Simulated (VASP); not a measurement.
# Al2Au (Fm-3m) in VASP: a series of runs, part 2 of 2

VASP 6.6.1.

## 3. Single point, LDA (volume scaled by 1.04)

INCAR reads:

```
SYSTEM = Al2Au
  ALGO = Normal
  EDIFF = 1E-6
  ENCUT = 520
  GGA = CA
  ISIF = 2
  ISMEAR = -1
  LASPH = .TRUE.
  LCHARG = .TRUE.
  LELF = .TRUE.
  LREAL = .FALSE.
  LVHAR = .TRUE.
  LWAVE = .FALSE.
  NBANDS = 16
  NELM = 100
  PREC = Accurate
  SIGMA = 0.05
```

KPOINTS reads:

```
k-points
0
G
  8 8 8
  0 0 0
```

POSCAR reads:

```
Al2Au
1.0
    0.0000000000      3.0394782115      3.0394782115
    3.0394782115      0.0000000000      3.0394782115
    3.0394782115      3.0394782115      0.0000000000
Au Al
1 2
Direct
    0.0000000000      0.0000000000      0.0000000000
    0.7500000000      0.7500000000      0.7500000000
    0.2500000000      0.2500000000      0.2500000000
```

Potentials or basis: VASP PAW LDA potentials, release 64 (Au, Al).

Run with:

```bash
$ cat potpaw_LDA.64/Au/POTCAR potpaw_LDA.64/Al/POTCAR > POTCAR
$ mpirun -np 1 vasp_std > vasp.out
```

OUTCAR:

```text
SYSTEM = Al2Au
   EDIFF = 1E-6
   ENCUT = 520
   GGA = CA
   ISIF = 2
   ISMEAR = -1
   LASPH = .TRUE.
   LREAL = .FALSE.
   NELM = 100
   PREC = Accurate

 ion  position               nearest neighbor table
   1  0.000  0.000  0.000-   2 2.63   2 2.63   2 2.63   3 2.63   3 2.63   3 2.63   3 2.63   2 2.63

   2  0.750  0.750  0.750-   1 2.63   1 2.63   1 2.63   1 2.63   3 3.04   3 3.04   3 3.04   3 3.04
                             3 3.04   3 3.04
   3  0.250  0.250  0.250-   1 2.63   1 2.63   1 2.63   1 2.63   2 3.04   2 3.04   2 3.04   2 3.04
                             2 3.04   2 3.04

  LATTYP: Found a face centered cubic cell.
 ALAT       =     6.0789564230

  Lattice vectors:

 A1 = (   0.0000000000,   3.0394782115,   3.0394782115)
 A2 = (   3.0394782115,   0.0000000000,   3.0394782115)
 A3 = (   3.0394782115,   3.0394782115,   0.0000000000)

Analysis of symmetry for initial positions (statically):
=====================================================================
 Subroutine PRICEL returns:
 Original cell was already a primitive cell.

 Routine SETGRP: Setting up the symmetry group for a
 face centered cubic supercell.

 Subroutine GETGRP returns: Found 48 space group operations
 (whereof 48 operations were pure point group operations)
 out of a pool of 48 trial point group operations.

The static configuration has the point symmetry O_h .

Analysis of symmetry for dynamics (positions and initial velocities):
=====================================================================
 Subroutine PRICEL returns:
 Original cell was already a primitive cell.

 Routine SETGRP: Setting up the symmetry group for a
 face centered cubic supercell.

 Subroutine GETGRP returns: Found 48 space group operations
 (whereof 48 operations were pure point group operations)
 out of a pool of 48 trial point group operations.

The dynamic configuration has the point symmetry O_h .

 Subroutine INISYM returns: Found 48 space group operations
[... 111 lines left out ...]
   NUPDOWN=      -1.0000    fix difference up-down
   EMIN   =  10.00;   EMAX   =-10.00  energy-range for DOS
   EFERMI =   0.00;   METHOD = LEGACY
   ISMEAR =    -1;   SIGMA  =   0.05  broadening in eV -4-tet -1-fermi 0-gaus
   EFERMI_NEDOS =   21; number of points for ismear=-14 and -15
   IALGO  =     38    algorithm
   IMIX   =      4    mixing-type and parameters
     AMIX     =   0.40;   BMIX     =  1.00
     AMIX_MAG =   1.60;   BMIX_MAG =  1.00
  volume/ion in A,a.u.               =      18.72       126.33
  Fermi-wavevector in a.u.,A,eV,Ry     =   1.099214  2.077213 16.439520  1.208271
  Thomas-Fermi vector in A             =   2.235604
   LORBIT       =      0    0 simple, 1 ext, 2 COOP (PROOUT), +10 PAW based schemes
   GGA     = CA    functional components
   LHFCALC =     F    Hartree Fock is set to
   AEXX    =    0.0000 exact exchange contribution
   IVDW    =     0    specifies the selected vdW correction
   LEPSILON=     F    determine dielectric tensor
   LRPA    =     F    only Hartree local field effects (RPA)
 non-spin polarized calculation
  energy-cutoff  :      520.00
  volume of cell :       56.16
 maximum number of plane-waves:      1540
   NGX = 15   NGY = 15   NGZ = 15

 number of electron      17.0000002 magnetization

 Free energy of the ion-electron system (eV)
  ---------------------------------------------------
  ext. energy  EPLUGINS =         0.00000000
  ---------------------------------------------------
  free energy    TOTEN  =       -14.23341712 eV

  energy without entropy =      -14.22368008  energy(sigma->0) =      -14.22854860

 E-fermi :   7.1394     XC(G=0): -10.5470

 val. band max:        7.1313051061   @ k =   0.3750   0.1250   0.0000
 cond. band min:       7.5208289013   @ k =   0.3750   0.2500   0.1250
 fundamental gap:      0.3895237951
 Fermi energy:         7.1394233878

 k-point     1 :       0.0000    0.0000    0.0000
  band No.  band energies     occupation
      1      -3.1137      2.00000
      2       0.7366      2.00000
      3       0.7366      2.00000
      4       0.7366      2.00000
      5       1.6601      2.00000
      6       1.6601      2.00000
[... 433 lines left out ...]
      3       1.1021      2.00000
      4       1.1877      2.00000
      5       1.5793      2.00000
      6       1.8230      2.00000
[... 8 lines left out ...]
     15      14.4517      0.00000
     16      17.0302      0.00000

 [... further k-points ...]
[... 5 lines left out ...]
  --------------------------------------------------------------------------------------
  -------------------------------------------------------------------------------------
  Total       -2.1992850     -2.1992850     -2.1992850      0.0000000     -0.0000000     -0.0000000
  in kB      -62.7429578    -62.7429578    -62.7429578      0.0000000     -0.0000000     -0.0000000
  external PRESSURE =     -62.7429578 kB  Pullay stress =       0.0000000 kB

 VOLUME and BASIS-vectors are now :
 -----------------------------------------------------------------------------
  energy-cutoff  :      520.00
  volume of cell :       56.16
      direct lattice vectors                 reciprocal lattice vectors
     0.000000000  3.039478212  3.039478212    -0.164501919  0.164501919  0.164501919
     3.039478212  0.000000000  3.039478212     0.164501919 -0.164501919  0.164501919
     3.039478212  3.039478212  0.000000000     0.164501919  0.164501919 -0.164501919

 POSITION                                       TOTAL-FORCE (eV/Angst)
 -----------------------------------------------------------------------------------
      0.00000      0.00000      0.00000        -0.000000     -0.000000     -0.000000
      4.55922      4.55922      4.55922        -0.000000     -0.000000     -0.000000
      1.51974      1.51974      1.51974         0.000000      0.000000      0.000000
 -----------------------------------------------------------------------------------
    total drift:                                0.000000     -0.000000      0.000000

  FREE ENERGIE OF THE ION-ELECTRON SYSTEM (eV)
  ---------------------------------------------------
  free  energy   TOTEN  =       -14.2334171204 eV

  energy  without entropy=      -14.2236800848  energy(sigma->0) =      -14.22854860
```

OSZICAR:

```text
N       E                     dE             d eps       ncg     rms          rms(c)
DAV:   1     0.536808621857E+02    0.53681E+02   -0.68777E+03   952   0.879E+02
DAV:   2    -0.140714913703E+02   -0.67752E+02   -0.61722E+02  1128   0.167E+02
DAV:   3    -0.155071528804E+02   -0.14357E+01   -0.14312E+01  1200   0.233E+01
DAV:   4    -0.155164723715E+02   -0.93195E-02   -0.93190E-02  1080   0.223E+00
DAV:   5    -0.155166026705E+02   -0.13030E-03   -0.13030E-03  1232   0.267E-01    0.867E+00
DAV:   6    -0.143690253459E+02    0.11476E+01   -0.44694E+00  1048   0.210E+01    0.392E+00
DAV:   7    -0.142723505107E+02    0.96675E-01   -0.21522E-01  1016   0.469E+00    0.178E+00
DAV:   8    -0.142348517082E+02    0.37499E-01   -0.29866E-02  1080   0.982E-01    0.404E-01
DAV:   9    -0.142334281417E+02    0.14236E-02   -0.26702E-03  1128   0.489E-01    0.216E-01
DAV:  10    -0.142334215749E+02    0.65668E-05   -0.13211E-04  1064   0.812E-02    0.353E-02
DAV:  11    -0.142334172142E+02    0.43606E-05   -0.70890E-06  1184   0.209E-02    0.134E-02
DAV:  12    -0.142334171204E+02    0.93811E-07   -0.90278E-07   712   0.875E-03
   1 F= -.14233417E+02 E0= -.14228549E+02  d E =-.973704E-02
```

Run time: 31 s. Hardware: 1 thread of Intel Xeon Platinum 8259CL at 2.50GHz (Skylake/Cascade Lake), shared host; peak memory 0.16 GiB.

Results:

```yaml
Free_energy: -14.2334 eV
Pressure: -6.3 GPa
```

Levels at points of the mesh, in eV from the Fermi level:
| k point | band 6 | band 7 | band 8 | band 9 | band 10 | band 11 | band 12 | band 13 |
| --- | --- | --- | --- | --- | --- | --- | --- | --- |
| (0.00, 0.00, 0.00) | -5.48 | 1.85 | 2.95 | 2.95 | 2.95 | 3.75 | 3.75 | 3.75 |
| (0.50, 0.00, 0.00) | -5.37 | -5.33 | 0.39 | 0.39 | 3.16 | 3.23 | 3.71 | 3.71 |
| (0.50, 0.50, 0.00) | -5.20 | -4.90 | -1.99 | -1.99 | 1.01 | 2.08 | 7.67 | 9.39 |

Caveat: the cell differs from its parent crystal (volume scaled by 1.04); spin-orbit coupling is left out, which moves the levels of the heavy elements.

## 4. Single point, LDA (volume scaled by 1.06)

INCAR reads:

```
PREC = Accurate ; ENCUT = 520
EDIFF = 1E-7 ; ISMEAR = -1
SIGMA = 0.05 ; LREAL = False
LASPH = True ; NELM = 80
ALGO = Normal ; ISIF = 2
LWAVE = False ; LCHARG = True
LELF = True ; LVHAR = True
NBANDS = 16
```

KPOINTS reads:

```
regular mesh
0
Gamma
  8 8 8
```

POSCAR reads:

```
Al2Au
1.0
    0.0000000000      3.0588384673      3.0588384673
    3.0588384673      0.0000000000      3.0588384673
    3.0588384673      3.0588384673      0.0000000000
Au Al
1 2
Direct
    0.0000000000      0.0000000000      0.0000000000
    0.7500000000      0.7500000000      0.7500000000
    0.2500000000      0.2500000000      0.2500000000
```

Run with:

```bash
$ cat potpaw_LDA.64/Au/POTCAR potpaw_LDA.64/Al/POTCAR > POTCAR
$ mpirun -np 1 vasp_std > vasp.out
```

Wall time 31 s (1 thread of Intel Xeon Platinum 8259CL at 2.50GHz (Skylake/Cascade Lake), shared host); peak memory 0.16 GiB.

It converged, with:

```
Free energy : -14.1859 eV
Pressure    : -7.9 GPa
```

Levels at points of the mesh, in eV from the Fermi level:
| k point | band 7 | band 8 | band 9 | band 10 | band 11 | band 12 |
| --- | --- | --- | --- | --- | --- | --- |
| (0.00, 0.00, 0.00) | 1.72 | 2.94 | 2.94 | 2.94 | 3.67 | 3.67 |
| (0.50, 0.00, 0.00) | -5.25 | 0.41 | 0.41 | 3.08 | 3.12 | 3.66 |
| (0.50, 0.50, 0.00) | -4.84 | -1.95 | -1.95 | 0.90 | 2.07 | 7.66 |

Caveat: the cell differs from its parent crystal (volume scaled by 1.06); spin-orbit coupling is left out, which moves the levels of the heavy elements.

## 5. Single point, PBEsol

This run uses another cell than the first one, of 18.00 Å³/atom, 0.980 times its volume.

INCAR reads:

```
PREC = Accurate ; ENCUT = 520
EDIFF = 1E-7 ; ISMEAR = -1
SIGMA = 0.05 ; LREAL = F
LASPH = T ; NELM = 60
ALGO = Fast ; ISIF = 2
LWAVE = F ; LCHARG = T
GGA = PS ; LELF = T
LVHAR = T ; NBANDS = 16
```

KPOINTS reads:

```
regular mesh
0
Gamma
  6 6 6
```

POSCAR reads:

```
Al2Au
1.0
    0.0000000000      3.0000000000      3.0000000000
    3.0000000000      0.0000000000      3.0000000000
    3.0000000000      3.0000000000      0.0000000000
Au Al
1 2
Direct
    0.0000000000      0.0000000000      0.0000000000
    0.7500000000      0.7500000000      0.7500000000
    0.2500000000      0.2500000000      0.2500000000
```

Potentials or basis: VASP PAW PBE potentials, release 64 (Au, Al).

Run with:

```bash
$ cat potpaw_PBE.64/Au/POTCAR potpaw_PBE.64/Al/POTCAR > POTCAR
$ mpirun -np 1 vasp_std > vasp.out
```

Wall time 11 s (1 thread of Intel Xeon Platinum 8488C (Sapphire Rapids), shared host); peak memory 0.17 GiB.

The run converged. Its results:

- Free energy: -13.4812 eV
- Pressure: 0.0 GPa

Levels at points of the mesh, in eV from the Fermi level:
| k point | band 6 | band 7 | band 8 | band 9 | band 10 | band 11 | band 12 | band 13 |
| --- | --- | --- | --- | --- | --- | --- | --- | --- |
| (0.00, 0.00, 0.00) | -5.53 | 2.38 | 3.03 | 3.03 | 3.03 | 4.04 | 4.04 | 4.04 |
| (0.50, 0.00, 0.00) | -5.41 | -5.36 | 0.46 | 0.46 | 3.36 | 3.71 | 3.93 | 3.93 |
| (0.50, 0.50, 0.00) | -5.23 | -4.93 | -2.01 | -2.01 | 1.40 | 2.14 | 7.76 | 9.93 |

Caveat: the PAW data sets were made with another functional, which shifts forces and pressure a little; spin-orbit coupling is left out, which moves the levels of the heavy elements.

## 6. Single point, PBEsol, non-collinear spin, zero start, spin-orbit coupling

This run uses another cell than the first one, of 18.00 Å³/atom, 0.980 times its volume.

INCAR reads:

```
SYSTEM = Al2Au
PREC = Accurate
ENCUT = 520
EDIFF = 1E-6
ISMEAR = -1
SIGMA = 0.05
LREAL = .FALSE.
LASPH = .TRUE.
NELM = 150
ALGO = Normal
ISIF = 2
LWAVE = .FALSE.
LCHARG = .FALSE.
MAGMOM = 0 0 0 0 0 0 0 0 0
LORBIT = 11
LSORBIT = .TRUE.
GGA_COMPAT = .FALSE.
LORBMOM = .TRUE.
LMAXMIX = 4
GGA = PS
NBANDS = 30
```

KPOINTS reads:

```
Automatic mesh
0
G
  6 6 6
  0 0 0
```

POSCAR is that of step 5.

Potentials or basis: VASP PAW PBE potentials, release 64 (Au, Al).

Run with:

```bash
$ cat potpaw_PBE.64/Au/POTCAR potpaw_PBE.64/Al/POTCAR > POTCAR
$ mpirun -np 1 vasp_ncl > vasp.out
```

Run time: 34 s. Hardware: 1 thread of Intel Xeon Platinum 8488C (Sapphire Rapids), shared host; peak memory 0.31 GiB.

The run converged. Its results:

```yaml
Free_energy: -13.8541 eV
Pressure: -0.5 GPa
Net_moment: 0.00 μB per cell
Valence_electrons_inside_the_program's_atomic_spheres: Au 10.00; Al 0.75
```

Moments on the atoms (μB; x, y, z):
```
Au  0.00 0.00 0.00
Al  0.00 0.00 0.00
Al  0.00 0.00 0.00
```

Caveat: the PAW data sets were made with another functional, which shifts forces and pressure a little.

## 7. Overview

```csv
level,potentials or basis,spin,cell,k mesh,gap on the mesh (eV),pressure (GPa)
LDA,"VASP PAW LDA potentials, release 64 (Au, Al)",off,"a = 4.271 Å, angles 60.0°, 3 atoms",8 × 8 × 8,none,-4.5
LDA,"VASP PAW LDA potentials, release 64 (Au, Al)",off,"a = 4.298 Å, angles 60.0°, 3 atoms",8 × 8 × 8,none,-6.3
LDA,"VASP PAW LDA potentials, release 64 (Au, Al)",off,"a = 4.326 Å, angles 60.0°, 3 atoms",8 × 8 × 8,none,-7.9
PBEsol,"VASP PAW PBE potentials, release 64 (Au, Al)",off,"a = 4.243 Å, angles 60.0°, 3 atoms",6 × 6 × 6,none,0.0
PBEsol,"VASP PAW PBE potentials, release 64 (Au, Al)","non-collinear, zero start, SOC","a = 4.243 Å, angles 60.0°, 3 atoms",6 × 6 × 6,-,-0.5
```

Alike in all rows: task single point; cutoff (eV) 520; smearing fermi-dirac 0.05 eV.

Caveats: spin-orbit coupling is left out, which moves the levels of the heavy elements (some runs); the PAW data sets were made with another functional, which shifts forces and pressure a little (some runs).

Total energies depend on the potentials used, so only differences within one code and one set of settings carry meaning.
